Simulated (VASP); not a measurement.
# TaMo3 (P4/mmm) in VASP: single point with r2SCAN

Aim: the single point of TaMo3 with r2SCAN.

Everything below comes from runs of VASP 6.6.1. Logs are shortened: lines on timing, memory, paths and dates and some standing lists are left out, and cuts for length are marked.

## Step 1: The cell of the first run

It takes space group P4/mmm (No. 123, tetragonal). Conventional cell: a = 4.518 Å, b = 4.518 Å, c = 3.196 Å, α = 90.00°, β = 90.00°, γ = 90.00°. Within 3.6 Å of Ta (site symmetry 4/mmm) lie 12 Mo at 2.77 to 3.19 Å and 2 Ta at 3.20 Å. Within 3.6 Å of Mo (site symmetry 4/mmm) lie 10 Mo at 2.77 to 3.20 Å and 4 Ta at 3.19 Å. Within 3.6 Å of Mo (site symmetry mmm) lie 4 Ta at 2.77 Å and 10 Mo at 2.77 to 3.20 Å.

## Step 2: Single point, r2SCAN

POSCAR reads:

```
TaMo3
1.0
    4.5182802070      0.0000000000      0.0000000000
    0.0000000000      4.5182802070      0.0000000000
    0.0000000000      0.0000000000      3.1961308171
Ta Mo
1 3
Direct
    0.5000000000      0.5000000000      0.0000000000
    0.0000000000      0.0000000000      0.0000000000
    0.5000000000      0.0000000000      0.5000000000
    0.0000000000      0.5000000000      0.5000000000
```

INCAR.step1 reads:

```
PREC     = Accurate       # precision mode
ENCUT    = 520            # plane-wave cutoff, eV
ISMEAR   = 0              # smearing method
SIGMA    = 0.1            # smearing width, eV
LREAL    = False          # projectors in reciprocal space
LASPH    = True           # aspherical terms in the spheres
NELM     = 100            # most SCF steps
NBANDS   = 34             # bands
GGA      = PE             # functional
ALGO     = Normal         # electronic algorithm
EDIFF    = 1E-4           # SCF threshold, eV
LWAVE    = True           # write WAVECAR
LCHARG   = False          # write CHGCAR
```

INCAR.step2 reads:

```
PREC     = Accurate       # precision mode
ENCUT    = 520            # plane-wave cutoff, eV
EDIFF    = 1E-6           # SCF threshold, eV
ISMEAR   = 0              # smearing method
SIGMA    = 0.1            # smearing width, eV
LREAL    = False          # projectors in reciprocal space
LASPH    = True           # aspherical terms in the spheres
NELM     = 100            # most SCF steps
ALGO     = Normal         # electronic algorithm
ISIF     = 2              # what is computed and relaxed
LWAVE    = False          # write WAVECAR
LCHARG   = True           # write CHGCAR
METAGGA  = R2SCAN         # meta-GGA
LMIXTAU  = True         
LELF     = True           # ELF
LVHAR    = True         
NBANDS   = 34             # bands
ISTART   = 1
```

KPOINTS reads:

```
regular mesh
0
Gamma
  10 10 14
```

Potentials or basis: VASP PAW PBE potentials, release 64 (Ta_pv, Mo_sv).

Command:

```bash
$ cat potpaw_PBE.64/Ta_pv/POTCAR potpaw_PBE.64/Mo_sv/POTCAR > POTCAR
$ cp INCAR.step1 INCAR
$ mpirun -np 1 vasp_std > vasp.out
$ cp INCAR.step2 INCAR
$ mpirun -np 1 vasp_std > vasp.out
```

OUTCAR:

```text
PREC = Accurate
   ENCUT = 520
   EDIFF = 1E-6
   ISMEAR = 0
   LREAL = False
   LASPH = True
   NELM = 100
   ISIF = 2
   METAGGA = R2SCAN
   ISTART = 1

 ion  position               nearest neighbor table
   1  0.500  0.500  0.000-   3 2.77   4 2.77   3 2.77   4 2.77   3 2.77   3 2.77   4 2.77   4 2.77
                             2 3.19   2 3.19   2 3.19   2 3.19
   2  0.000  0.000  0.000-   3 2.77   4 2.77   3 2.77   4 2.77   4 2.77   4 2.77   3 2.77   3 2.77
                             1 3.19   1 3.19   1 3.19   1 3.19
   3  0.500  0.000  0.500-   1 2.77   2 2.77   1 2.77   2 2.77   1 2.77   1 2.77   2 2.77   2 2.77
                             4 3.19   4 3.19   4 3.19   4 3.19
   4  0.000  0.500  0.500-   1 2.77   2 2.77   1 2.77   2 2.77   2 2.77   2 2.77   1 2.77   1 2.77
                             3 3.19   3 3.19   3 3.19   3 3.19

  LATTYP: Found a simple tetragonal cell.
 ALAT       =     4.5182802070
 C/A-ratio  =     0.7073777346

  Lattice vectors:

 A1 = (   4.5182802070,   0.0000000000,   0.0000000000)
 A2 = (   0.0000000000,   4.5182802070,   0.0000000000)
 A3 = (   0.0000000000,   0.0000000000,   3.1961308171)

Analysis of symmetry for initial positions (statically):
=====================================================================
 Subroutine PRICEL returns:
 Original cell was already a primitive cell.

 Routine SETGRP: Setting up the symmetry group for a
 simple tetragonal supercell.

 Subroutine GETGRP returns: Found 16 space group operations
 (whereof 16 operations were pure point group operations)
 out of a pool of 16 trial point group operations.

The static configuration has the point symmetry D_4h.

Analysis of symmetry for dynamics (positions and initial velocities):
=====================================================================
 Subroutine PRICEL returns:
 Original cell was already a primitive cell.

 Routine SETGRP: Setting up the symmetry group for a
 simple tetragonal supercell.

 Subroutine GETGRP returns: Found 16 space group operations
 (whereof 16 operations were pure point group operations)
 out of a pool of 16 trial point group operations.

The dynamic configuration has the point symmetry D_4h.

 Subroutine INISYM returns: Found 16 space group operations
 (whereof 16 operations are pure point group operations),
 and found     1 'primitive' translations

----------------------------------------------------------------------------------------

                                     Primitive cell

  volume of cell :      65.2486

  direct lattice vectors                    reciprocal lattice vectors
     4.518280207  0.000000000  0.000000000     0.221323148  0.000000000  0.000000000
     0.000000000  4.518280207  0.000000000     0.000000000  0.221323148  0.000000000
     0.000000000  0.000000000  3.196130817     0.000000000  0.000000000  0.312878307

  length of vectors
     4.518280207  4.518280207  3.196130817     0.221323148  0.221323148  0.312878307

  position of ions in fractional coordinates (direct lattice)
     0.500000000  0.500000000  0.000000000
     0.000000000  0.000000000  0.000000000
     0.500000000  0.000000000  0.500000000
     0.000000000  0.500000000  0.500000000

  ion indices of the primitive-cell ions
   primitive index   ion index
                 1           1
                 2           2
                 3           3
                 4           4

----------------------------------------------------------------------------------------

 KPOINTS: regular mesh

Automatic generation of k-mesh.
 Grid dimensions read from file:
 generate k-points for:   10   10   14

 Generating k-lattice:

  Cartesian coordinates                     Fractional coordinates (reciprocal lattice)
     0.022132315  0.000000000  0.000000000     0.100000000  0.000000000  0.000000000
     0.000000000  0.022132315  0.000000000     0.000000000  0.100000000  0.000000000
     0.000000000  0.000000000  0.022348451     0.000000000  0.000000000  0.071428571

  Length of vectors
     0.022132315  0.022132315  0.022348451

  Shift w.r.t. Gamma in fractional coordinates (k-lattice)
     0.000000000  0.000000000  0.000000000

 Subroutine IBZKPT returns following result:
 ===========================================

 Found    168 irreducible k-points:

 Following reciprocal coordinates:
            Coordinates               Weight
  0.000000  0.000000  0.000000      1.000000
  0.100000  0.000000  0.000000      4.000000
  0.200000  0.000000  0.000000      4.000000
  0.300000  0.000000  0.000000      4.000000
  0.400000  0.000000  0.000000      4.000000
  0.500000  0.000000  0.000000      2.000000
[... 16 lines left out ...]
  0.100000  0.000000  0.071429      8.000000
  0.200000  0.000000  0.071429      8.000000
 [... further k-points ...]
   k-points           NKPTS =    168   k-points in BZ     NKDIM =    168   number of bands    NBANDS=     34
   number of dos      NEDOS =    301   number of ions     NIONS =      4
   total plane-waves  NPLWV =  31104
   dimension x,y,z NGX =    36 NGY =   36 NGZ =   24
   dimension x,y,z NGXF=    72 NGYF=   72 NGZF=   48
   ions per type =               1   3
   NGX,Y,Z   is equivalent  to a cutoff of  13.25, 13.25, 12.48 a.u.
   NGXF,Y,Z  is equivalent  to a cutoff of  26.49, 26.49, 24.97 a.u.
 SYSTEM =  unknown system
   PREC   = accura    normal or accurate (medium, high low for compatibility)
   ISTART =      1    job   : 0-new  1-cont  2-samecut
   ICHARG =      0    charge: 1-file 2-atom 10-const
   ISPIN  =      1    spin polarized calculation?
   LNONCOLLINEAR =      F non collinear calculations
   LSORBIT =      F    spin-orbit coupling
   LASPH  =      T    aspherical Exc in radial PAW
   ENCUT  =  520.0 eV  38.22 Ry    6.18 a.u.   8.40  8.40  5.94*2*pi/ulx,y,z
   NELM   =    100;   NELMIN=  2; NELMDL=  0     # of ELM steps
   EDIFF  = 0.1E-05   stopping-criterion for ELM
   LREAL  =      F    real-space projection
   EDIFFG = 0.1E-04   stopping-criterion for IOM
   NSW    =      0    number of steps for IOM
   IBRION =     -1    ionic relax: 0-MD 1-quasi-New 2-CG
   NFREE  =      0    steps in history (QN), initial steepest desc. (CG)
   ISIF   =      2    stress and relaxation
   ISYM   =      2    0-nonsym 1-usesym 2-fastsym
   POTIM  = 0.5000    time-step for ionic-motion
   TEBEG  =    0.0;   TEEND  =   0.0 temperature during run
   PSTRESS=    0.0 pullay stress
   NELECT =      53.0000    total number of electrons
   NUPDOWN=      -1.0000    fix difference up-down
   EMIN   =  10.00;   EMAX   =-10.00  energy-range for DOS
   EFERMI =   0.00;   METHOD = LEGACY
   ISMEAR =     0;   SIGMA  =   0.10  broadening in eV -4-tet -1-fermi 0-gaus
   EFERMI_NEDOS =   21; number of points for ismear=-14 and -15
   IALGO  =     38    algorithm
   IMIX   =      4    mixing-type and parameters
     AMIX     =   0.40;   BMIX     =  1.00
     AMIX_MAG =   1.60;   BMIX_MAG =  1.00
  volume/ion in A,a.u.               =      16.31       110.08
  Fermi-wavevector in a.u.,A,eV,Ry     =   1.527483  2.886525 31.745188  2.333206
  Thomas-Fermi vector in A             =   2.635373
   LORBIT       =      0    0 simple, 1 ext, 2 COOP (PROOUT), +10 PAW based schemes
   METAGGA = R2SCAN    functional components
   LHFCALC =     F    Hartree Fock is set to
   AEXX    =    0.0000 exact exchange contribution
   IVDW    =     0    specifies the selected vdW correction
   LEPSILON=     F    determine dielectric tensor
   LRPA    =     F    only Hartree local field effects (RPA)
 non-spin polarized calculation
 Gauss-broadening in eV      SIGMA  =   0.10
  energy-cutoff  :      520.00
  volume of cell :       65.25
 maximum number of plane-waves:      1796
 NGX is ok and might be reduce to    36
   NGX = 17   NGY = 17   NGZ = 11

 number of electron      53.0000005 magnetization

 Free energy of the ion-electron system (eV)
  ---------------------------------------------------
  ext. energy  EPLUGINS =         0.00000000
  ---------------------------------------------------
  free energy    TOTEN  =      -127.31826228 eV

  energy without entropy =     -127.31081956  energy(sigma->0) =     -127.31454092

 E-fermi :  10.3386     XC(G=0): -14.3644

 val. band max:       10.3289994940   @ k =   0.5000   0.3000   0.4286
 cond. band min:      10.3442365595   @ k =   0.5000   0.4000   0.0714
 fundamental gap:      0.0152370655
 Fermi energy:        10.3386234543

 k-point     1 :       0.0000    0.0000    0.0000
  band No.  band energies     occupation
      1     -52.5168      2.00000
      2     -52.1438      2.00000
      3     -52.1147      2.00000
      4     -26.3565      2.00000
      5     -26.3565      2.00000
      6     -25.9541      2.00000
[... 26 lines left out ...]
     33      14.7547      0.00000
     34      14.8228      0.00000

 k-point     2 :       0.1000    0.0000    0.0000
  band No.  band energies     occupation
      1     -52.5141      2.00000
      2     -52.1448      2.00000
      3     -52.1167      2.00000
      4     -26.3491      2.00000
      5     -26.3276      2.00000
      6     -25.9446      2.00000
[... 26 lines left out ...]
     33      14.4346      0.00000
     34      14.8365      0.00000

 k-point     3 :       0.2000    0.0000    0.0000
  band No.  band energies     occupation
      1     -52.5067      2.00000
      2     -52.1484      2.00000
      3     -52.1212      2.00000
      4     -26.3286      2.00000
      5     -26.2438      2.00000
      6     -25.9176      2.00000
[... 26 lines left out ...]
     33      13.7725      0.00000
     34      14.1415      0.00000

 k-point     4 :       0.3000    0.0000    0.0000
  band No.  band energies     occupation
      1     -52.4972      2.00000
      2     -52.1545      2.00000
      3     -52.1254      2.00000
      4     -26.3005      2.00000
      5     -26.1151      2.00000
      6     -25.8793      2.00000
[... 26 lines left out ...]
     33      13.2634      0.00000
     34      13.7671      0.00000

 k-point     5 :       0.4000    0.0000    0.0000
  band No.  band energies     occupation
      1     -52.4891      2.00000
      2     -52.1609      2.00000
      3     -52.1279      2.00000
      4     -26.2745      2.00000
      5     -25.9623      2.00000
      6     -25.8907      2.00000
[... 621 lines left out ...]
 k-point    22 :       0.0000    0.0000    0.0714
  band No.  band energies     occupation
      1     -52.5132      2.00000
      2     -52.1428      2.00000
      3     -52.1166      2.00000
      4     -26.3408      2.00000
      5     -26.3408      2.00000
      6     -25.9569      2.00000
[... 26 lines left out ...]
     33      14.6532      0.00000
     34      14.7087      0.00000

 k-point    23 :       0.1000    0.0000    0.0714
  band No.  band energies     occupation
      1     -52.5105      2.00000
      2     -52.1439      2.00000
      3     -52.1185      2.00000
      4     -26.3335      2.00000
      5     -26.3139      2.00000
      6     -25.9495      2.00000
[... 26 lines left out ...]
     33      14.1295      0.00000
     34      14.6094      0.00000

 k-point    24 :       0.2000    0.0000    0.0714
  band No.  band energies     occupation
      1     -52.5034      2.00000
      2     -52.1475      2.00000
      3     -52.1226      2.00000
      4     -26.3133      2.00000
      5     -26.2367      2.00000
      6     -25.9260      2.00000
[... 26 lines left out ...]
     33      13.6709      0.00000
     34      14.4172      0.00000

 [... further k-points ...]

------------------------ aborting loop because EDIFF is reached ----------------------------------------

  FORCE on cell =-STRESS in cart. coord.  units (eV):
  Direction    XX          YY          ZZ          XY          YZ          ZX
  --------------------------------------------------------------------------------------
  -------------------------------------------------------------------------------------
  Total       -0.7553051     -0.7553051     -0.7616055      0.0000000      0.0000000      0.0000000
  in kB      -18.5465074    -18.5465074    -18.7012146      0.0000000      0.0000000      0.0000000
  external PRESSURE =     -18.5980765 kB  Pullay stress =       0.0000000 kB

 VOLUME and BASIS-vectors are now :
 -----------------------------------------------------------------------------
  energy-cutoff  :      520.00
  volume of cell :       65.25
      direct lattice vectors                 reciprocal lattice vectors
     4.518280207  0.000000000  0.000000000     0.221323148  0.000000000  0.000000000
     0.000000000  4.518280207  0.000000000     0.000000000  0.221323148  0.000000000
     0.000000000  0.000000000  3.196130817     0.000000000  0.000000000  0.312878307

 POSITION                                       TOTAL-FORCE (eV/Angst)
 -----------------------------------------------------------------------------------
      2.25914      2.25914      0.00000         0.000000      0.000000      0.000000
      0.00000      0.00000      0.00000         0.000000      0.000000      0.000000
      2.25914      0.00000      1.59807         0.000000      0.000000      0.000000
      0.00000      2.25914      1.59807         0.000000      0.000000      0.000000
 -----------------------------------------------------------------------------------
    total drift:                                0.000000      0.000000      0.000000

  FREE ENERGIE OF THE ION-ELECTRON SYSTEM (eV)
  ---------------------------------------------------
  free  energy   TOTEN  =      -127.3182622800 eV

  energy  without entropy=     -127.3108195608  energy(sigma->0) =     -127.31454092
```

Wall time 13 min (1 thread of Intel Xeon Platinum 8259CL at 2.50GHz (Skylake/Cascade Lake), shared host); peak memory 0.42 GiB.

What came out:

```yaml
Free_energy: -127.3183 eV
Pressure: -1.9 GPa
Band_gap_on_the_k_mesh: zero (an odd number of electrons rules out a gap without spin polarisation)
```

Caveat: the PAW data sets were made with another functional, which shifts forces and pressure a little; spin-orbit coupling is left out, which moves the levels of the heavy elements.
